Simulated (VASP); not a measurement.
# Re (Cmce) in VASP: notebook, part 2 of 2

VASP 6.6.1.

## (3) Single point, PBE

The input, INCAR:

```
ALGO = Normal
EDIFF = 1E-7
ENCUT = 520
GGA = PE
ISIF = 2
ISMEAR = 0
LASPH = T
LCHARG = F
LREAL = F
LWAVE = F
NBANDS = 22
NELM = 100
PREC = Accurate
SIGMA = 0.1
```

The input, KPOINTS:

```
k-points
0
Gamma
  6 6 4
```

The input, POSCAR:

```
Re
1.0
    2.5932858359     -1.7139635538      0.0000000000
    2.5932858359      1.7139635538      0.0000000000
    0.0000000000      0.0000000000      6.9916844866
Re
4
Direct
    0.8500000000      0.1500000000      0.1170000000
    0.6500000000      0.3500000000      0.6170000000
    0.1500000000      0.8500000000      0.8830000000
    0.3500000000      0.6500000000      0.3830000000
```

Potentials or basis: VASP PAW PBE potentials, release 64 (Re).

Started as:

```
cat potpaw_PBE.64/Re/POTCAR > POTCAR
mpirun -np 1 vasp_std > vasp.out
```

OUTCAR:

```text
EDIFF = 1E-7
   ENCUT = 520
   GGA = PE
   ISIF = 2
   ISMEAR = 0
   LASPH = T
   LREAL = F
   NELM = 100
   PREC = Accurate

 ion  position               nearest neighbor table
   1  0.850  0.150  0.117-   3 1.93   4 2.53   4 2.53   3 2.90   3 3.14   3 3.14   4 3.19   4 3.19

   2  0.650  0.350  0.617-   4 1.93   3 2.53   3 2.53   4 2.90   4 3.14   4 3.14   3 3.19   3 3.19

   3  0.150  0.850  0.883-   1 1.93   2 2.53   2 2.53   1 2.90   1 3.14   1 3.14   2 3.19   2 3.19

[... 803 lines left out ...]

  FORCE on cell =-STRESS in cart. coord.  units (eV):
  Direction    XX          YY          ZZ          XY          YZ          ZX
  --------------------------------------------------------------------------------------
  -------------------------------------------------------------------------------------
  Total      -10.4202967     23.1083895     44.5024099      0.0000000      0.0000000      0.0000000
  in kB     -268.6129087    595.6847384   1147.1767178      0.0000000      0.0000000      0.0000000
  external PRESSURE =     491.4161825 kB  Pullay stress =       0.0000000 kB

 VOLUME and BASIS-vectors are now :
 -----------------------------------------------------------------------------
  energy-cutoff  :      520.00
  volume of cell :       62.15
      direct lattice vectors                 reciprocal lattice vectors
     2.593285836 -1.713963554  0.000000000     0.192805588 -0.291721489  0.000000000
     2.593285836  1.713963554  0.000000000     0.192805588  0.291721489  0.000000000
     0.000000000  0.000000000  6.991684487     0.000000000  0.000000000  0.143027049

 POSITION                                       TOTAL-FORCE (eV/Angst)
 -----------------------------------------------------------------------------------
      2.59329     -1.19977      0.81803         0.000000      7.519220      8.001332
      2.59329     -0.51419      4.31387         0.000000     -7.519220      8.001332
      2.59329      1.19977      6.17366         0.000000     -7.519220     -8.001332
      2.59329      0.51419      2.67782         0.000000      7.519220     -8.001332
 -----------------------------------------------------------------------------------
    total drift:                               -0.000000      0.000000      0.000000

  FREE ENERGIE OF THE ION-ELECTRON SYSTEM (eV)
  ---------------------------------------------------
  free  energy   TOTEN  =       -40.0545379268 eV

  energy  without entropy=      -40.0417490729  energy(sigma->0) =      -40.04814350
```

Run time: 76 s. Hardware: 1 thread of Intel Xeon Platinum 8259CL at 2.50GHz (Skylake/Cascade Lake), shared host; peak memory 0.19 GiB.

What came out:

| Quantity | Value |
| --- | --- |
| Free energy | -40.0545 eV |
| Pressure | 49.1 GPa |
| Largest force | 10.980 eV/Å |
| Band gap on the k mesh | zero (band 14 reaches 9.06 eV, above the bottom of band 15 at 7.50 eV) |

Forces on the atoms (eV/Å):
```
Re   0.000  7.519  8.001
Re   0.000 -7.519  8.001
Re   0.000 -7.519 -8.001
Re   0.000  7.519 -8.001
```

Levels at points of the mesh, in eV from the Fermi level:
| k point | band 10 | band 11 | band 12 | band 13 | band 14 | band 15 | band 16 | band 17 | band 18 | band 19 |
| --- | --- | --- | --- | --- | --- | --- | --- | --- | --- | --- |
| (0.00, 0.00, 0.00) | -2.58 | -2.19 | -1.59 | -1.26 | -1.12 | -0.44 | -0.20 | 0.21 | 1.03 | 1.26 |
| (0.50, 0.00, 0.00) | -3.04 | -1.54 | -1.54 | -0.85 | -0.85 | 1.49 | 1.49 | 1.64 | 1.64 | 2.54 |
| (0.50, 0.50, 0.00) | -1.86 | -1.54 | -1.11 | 0.02 | 0.62 | 0.65 | 1.49 | 2.39 | 2.72 | 4.29 |
| (0.00, 0.00, 0.50) | -2.89 | -2.66 | -2.66 | -0.53 | -0.53 | -0.43 | -0.43 | 2.35 | 2.35 | 2.87 |
| (0.50, 0.00, 0.50) | -1.76 | -1.26 | -1.26 | 0.23 | 0.23 | 0.90 | 0.90 | 0.92 | 0.92 | 2.45 |
| (0.50, 0.50, 0.50) | -2.96 | 0.54 | 0.54 | 1.12 | 1.12 | 1.76 | 1.76 | 2.20 | 2.20 | 4.22 |

Caveat: the k points lie up to 0.37 Å⁻¹ apart; spin-orbit coupling is left out, which moves the levels of the heavy elements; forces of over 1 eV/Å act on the atoms, so gaps and moduli don't describe the material at rest.
